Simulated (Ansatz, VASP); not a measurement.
# Two plane-wave programs on KCl

Contents of POSCAR:

```
KCl
1.0
    0.0000000000      3.1448483221      3.1564842609
    3.1448483221      0.0000000000      3.1564842609
    3.1448483221      3.1448483221      0.0000000000
K Cl
1 1
Direct
    0.0000000000      0.0000000000      0.0000000000
    0.5000000000      0.5000000000      0.5000000000
```

File INCAR.step1:

```
SYSTEM = KCl
ALGO     = Normal         ! electronic algorithm
EDIFF    = 1E-4           ! SCF threshold, eV
ENCUT    = 520            ! plane-wave cutoff, eV
GGA      = PE             ! functional
ISMEAR   = 0              ! smearing method
LASPH    = .True.         ! aspherical terms in the spheres
LCHARG   = .False.        ! write CHGCAR
LREAL    = .False.        ! projectors in reciprocal space
LWAVE    = .True.         ! write WAVECAR
NBANDS   = 15             ! bands
NELM     = 80             ! most SCF steps
PREC     = Accurate       ! precision mode
SIGMA    = 0.01           ! smearing width, eV
```

File INCAR.step2:

```
SYSTEM = KCl
ALGO     = Normal         ! electronic algorithm
EDIFF    = 1E-7           ! SCF threshold, eV
ENCUT    = 520            ! plane-wave cutoff, eV
ISIF     = 2              ! what is computed and relaxed
ISMEAR   = 0              ! smearing method
ISTART   = 1            
LASPH    = .True.         ! aspherical terms in the spheres
LCHARG   = .True.         ! write CHGCAR
LELF     = .True.         ! ELF
LMIXTAU  = .True.       
LREAL    = .False.        ! projectors in reciprocal space
LVHAR    = .True.       
LWAVE    = .False.        ! write WAVECAR
METAGGA  = R2SCAN         ! meta-GGA
NBANDS   = 15             ! bands
NELM     = 80             ! most SCF steps
PREC     = Accurate       ! precision mode
SIGMA    = 0.01           ! smearing width, eV
```

KPOINTS

```
k-points
0
Gamma
  8 8 8
  0 0 0
```

Input for Ansatz:

```yaml
crystal:
  lattice:
    - [0.0, 3.1448483221, 3.1564842609]
    - [3.1448483221, 0.0, 3.1564842609]
    - [3.1448483221, 3.1448483221, 0.0]
  atoms:
    - { symbol: K, position: [0.0, 0.0, 0.0] }
    - { symbol: Cl, position: [0.5, 0.5, 0.5] }
kpoints:
  mp_grid: { grid: [8, 8, 8] }
  band_path:
    path:
      - [0.0, 0.0, 0.0]
      - [0.5, 0.0, 0.5]
      - [0.625, 0.25, 0.625]
      - [0.375, 0.375, 0.75]
      - [0.5, 0.5, 0.5]
      - [0.5, 0.25, 0.75]
    npoints: 1
hamiltonian:
  xc: r2scan
scf:
  occupations: { method: fixed }
  n_extra_bands: 4
output:
  forces: true
  stress: true
  eigenvalues: true
```

Change from the starting cell: uniaxial_z strain +0.4%.

Alike in both runs: task single point; functional r2SCAN; k mesh 8 × 8 × 8; no spin polarisation.

|  | VASP | Ansatz |
| --- | --- | --- |
| version | VASP 6.6.1 | Ansatz 0.2.0 |
| potentials or method | VASP PAW PBE potentials, release 64 (K_sv, Cl) | plane waves, PAW |
| plane-wave cutoff (eV) | 520 | 500 |
| occupations | gaussian, width 0.01 eV | fixed |
| valence electrons in the cell | 16 | 16 |

Ansatz gave:

- gap on the k mesh at the Fermi level (eV): 5.82
- pressure (GPa): 0.0
- traceless stress, the component that is largest in VASP (GPa): -0.10

Which values does VASP return?

gap on the k mesh at the Fermi level (eV): 5.82; pressure (GPa): -0.1; traceless stress, the component that is largest in VASP (GPa): -0.10.

VASP's potentials were made for PBE, not for r2SCAN.
